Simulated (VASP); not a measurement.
A run of VASP 6.6.1:

File INCAR:

```
PREC = Accurate ; ENCUT = 520
EDIFF = 1E-7 ; ISMEAR = -1
SIGMA = 0.1 ; LREAL = False
LASPH = True ; NELM = 80
ALGO = Normal ; ISIF = 2
LWAVE = False ; LCHARG = False
GGA = PE ; NBANDS = 16
```

File KPOINTS:

```
Automatic mesh
0
Gamma
  8 8 8
```

The input POSCAR:

```
InSb
1.0
    0.0000000000      3.3200000000      3.3200000000
    3.3200000000      0.0000000000      3.3200000000
    3.3200000000      3.3200000000      0.0000000000
In Sb
1 1
Direct
    0.0000000000      0.0000000000      0.0000000000
    0.2500000000      0.2500000000      0.2500000000
```

Potentials or basis: VASP PAW PBE potentials, release 64 (In_d, Sb).

The run is started by

```console
$ cat potpaw_PBE.64/In_d/POTCAR potpaw_PBE.64/Sb/POTCAR > POTCAR
$ mpirun -np 1 vasp_std > vasp.out
```

Hardware: 1 thread of Intel(R) Xeon(R) 6975P-C (Granite Rapids), on a shared host.

Question: How long does it take, and how much memory?

Answer: Wall time 14 s on 1 thread of Intel(R) Xeon(R) 6975P-C (Granite Rapids) (shared host), peak memory 0.21 GiB. Counts: scf iterations 15, k points 29.
